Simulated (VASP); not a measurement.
Runs of VASP 6.6.1 on Te. The structure is that of space group Im-3m (No. 229), or close to it. The cells are those of the table. 

| task | cell | k mesh | cutoff (eV) | gap on the mesh (eV) | pressure (GPa) |
| --- | --- | --- | --- | --- | --- |
| single point | a = 3.372 Å, angles 109.5°, 1 atom | 13 × 13 × 13 | 520 | none | (a) |
| single point | a = 3.467 Å, angles 109.5°, 1 atom | 11 × 11 × 11 | 520 | none | 0.1 |
| single point | a = 3.420 Å, angles 109.5°, 1 atom | 13 × 13 × 13 | 520 | none | 1.7 |
| single point | a = 3.322 Å, angles 109.5°, 1 atom | 13 × 13 × 13 | 520 | none | 6.7 |
| relaxation of cell and atoms | relaxed from a = 3.346 Å, angles 109.5°, 1 atom | 11 × 11 × 11 | 600 | none | 0.0 |
| single point | a = 3.467 Å, angles 109.5°, 1 atom | 13 × 13 × 13 | 520 | none | 0.0 |
| single point | a = 3.600 Å, angles 109.5°, 1 atom | 13 × 13 × 13 | 520 | none | (b) |

Alike in all rows: level BLYP; potentials or basis VASP PAW PBE potentials, release 64 (Te); no spin polarisation; smearing fermi-dirac 0.1 eV.

Problem. Estimate the missing entries.

Solution. (a) 3.9; (b) -3.3.

Caveats: the PAW data sets were made with another functional, which shifts forces and pressure a little; spin-orbit coupling is left out, which moves the levels of the heavy elements.

A k mesh can miss the band edges, and the runs leave out spin-orbit coupling on Te.

A gap of «none» marks levels without a gap at the run's occupations.
